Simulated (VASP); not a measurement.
Here is a VASP 6.6.1 calculation.

INCAR

```
SYSTEM = Ba3S4
  ALGO = Normal
  EDIFF = 1E-7
  ENCUT = 520
  GGA = PE
  ISIF = 2
  ISMEAR = 0
  LASPH = .TRUE.
  LCHARG = .FALSE.
  LREAL = .FALSE.
  LWAVE = .FALSE.
  NBANDS = 36
  NELM = 60
  PREC = Accurate
  SIGMA = 0.1
```

The input KPOINTS:

```
k-points
0
G
  6 6 6
  0 0 0
```

POSCAR

```
Ba3S4
1.0
    6.3686265104      0.0000000000      0.0000000000
    0.0000000000      6.3686265104      0.0000000000
    0.0000000000      0.0000000000      6.3686265104
Ba S
3 4
Direct
    0.5000000000      0.0000000000      0.0000000000
    0.0000000000      0.5000000000      0.0000000000
    0.0000000000      0.0000000000      0.5000000000
    0.0000000000      0.5000000000      0.5000000000
    0.5000000000      0.0000000000      0.5000000000
    0.5000000000      0.5000000000      0.0000000000
    0.0000000000      0.0000000000      0.0000000000
```

Potentials or basis: VASP PAW PBE potentials, release 64 (Ba_sv, S).

The run is started by

```sh
$ cat potpaw_PBE.64/Ba_sv/POTCAR potpaw_PBE.64/S/POTCAR > POTCAR
$ mpirun -np 1 vasp_std > vasp.out
```

Task: Estimate the band gap on the k mesh.

Result: Zero (bands 27 and 28 overlap by 0.16 eV).

Task: What does it give for the pressure?

Result: 0.4 GPa.

Caveat: the cell differs from its parent crystal (atoms taken out); spin-orbit coupling is left out, which moves the levels of the heavy elements.
